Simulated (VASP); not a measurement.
Set up this calculation in VASP 6.6.1, as the native input.

| Quantity | Value |
| --- | --- |
| Task | single point |
| Functional | PBE |
| Potentials or basis | VASP PAW PBE potentials, release 64 (Mg, S) |
| Cutoff | 600 eV |
| k mesh | 6 × 6 × 6 |
| Occupations | gaussian, width 0.05 eV |
| Spin | no spin polarisation |
| Dipole correction | no |
| Further INCAR settings | ALGO = Normal; EDIFF = 1e-06; NBANDS = 11 |

The structure of MgS lies in POSCAR:

```
MgS
1.0
    0.0000000000      2.8308768389      2.8308768389
    2.8308768389      0.0000000000      2.8308768389
    2.8308768389      2.8308768389      0.0000000000
Mg S
1 1
Direct
    0.0000000000      0.0000000000      0.0000000000
    0.2500000000      0.2500000000      0.2500000000
```

These files were run (other wordings do the same):

INCAR

```
SYSTEM = MgS
PREC = Accurate
ENCUT = 600
EDIFF = 1E-6
ISMEAR = 0
SIGMA = 0.05
LREAL = .False.
LASPH = .True.
NELM = 120
ALGO = Normal
ISIF = 2
LWAVE = .False.
LCHARG = .False.
GGA = PE
NBANDS = 11
GGA_COMPAT = .False.
```

KPOINTS

```
Automatic mesh
0
Gamma
  6 6 6
  0 0 0
```

Potentials or basis: VASP PAW PBE potentials, release 64 (Mg, S).

Command:

```console
$ cat potpaw_PBE.64/Mg/POTCAR potpaw_PBE.64/S/POTCAR > POTCAR
$ mpirun -np 1 vasp_std > vasp.out
```

It gave:

```yaml
Pressure: 1.0 GPa
Band_gap_on_the_k_mesh: 3.46 eV
```

It took 9.7 s on 1 thread of AMD EPYC 7R13 Processor (Zen 3) (shared host), peak memory 0.14 GiB.
